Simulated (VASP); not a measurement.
A run of VASP 6.6.1:

The input POSCAR:

```
Pd
1.0
    0.0000000000      2.8089353975      2.8089353975
    2.8089353975      0.0000000000      2.8089353975
    2.8089353975      2.8089353975      0.0000000000
Pd
2
Direct
   -0.1250000000     -0.1250000000     -0.1250000000
    0.1250000000      0.1250000000      0.1250000000
```

Contents of INCAR.step1:

```
ALGO = Normal
EDIFF = 1E-7
ENCUT = 520
GGA = CA
ISIF = 2
ISMEAR = -1
LASPH = True
LCHARG = True
LMAXMIX = 4
LREAL = False
LWAVE = False
NBANDS = 17
NELM = 60
PREC = Accurate
SIGMA = 0.1
```

The input KPOINTS.step1:

```
k-points
0
Gamma
  13 13 13
```

Contents of INCAR.step2:

```
ALGO = Normal
EDIFF = 1E-7
ENCUT = 520
GGA = CA
ICHARG = 11
ISIF = 2
ISMEAR = -5
LASPH = True
LCHARG = False
LMAXMIX = 4
LORBIT = 10
LREAL = False
LWAVE = False
NEDOS = 1001
NELM = 60
PREC = Accurate
SIGMA = 0.1
```

The input KPOINTS.step2:

```
k-points
0
Gamma
  20 20 20
```

Potentials or basis: VASP PAW LDA potentials, release 64 (Pd).

Launch:

```console
$ cat potpaw_LDA.64/Pd/POTCAR > POTCAR
$ cp INCAR.step1 INCAR
$ cp KPOINTS.step1 KPOINTS
$ mpirun -np 1 vasp_std > vasp.out
$ cp INCAR.step2 INCAR
$ cp KPOINTS.step2 KPOINTS
$ mpirun -np 1 vasp_std > vasp.out
```

Hardware: 1 thread of Intel(R) Xeon(R) Platinum 8488C (Sapphire Rapids), on a shared host.

Question: Estimate the wall time of this run.

Answer: Run time: 100 s on 1 thread of Intel(R) Xeon(R) Platinum 8488C (Sapphire Rapids) (shared host), peak memory 0.26 GiB. Counts: k points 256.
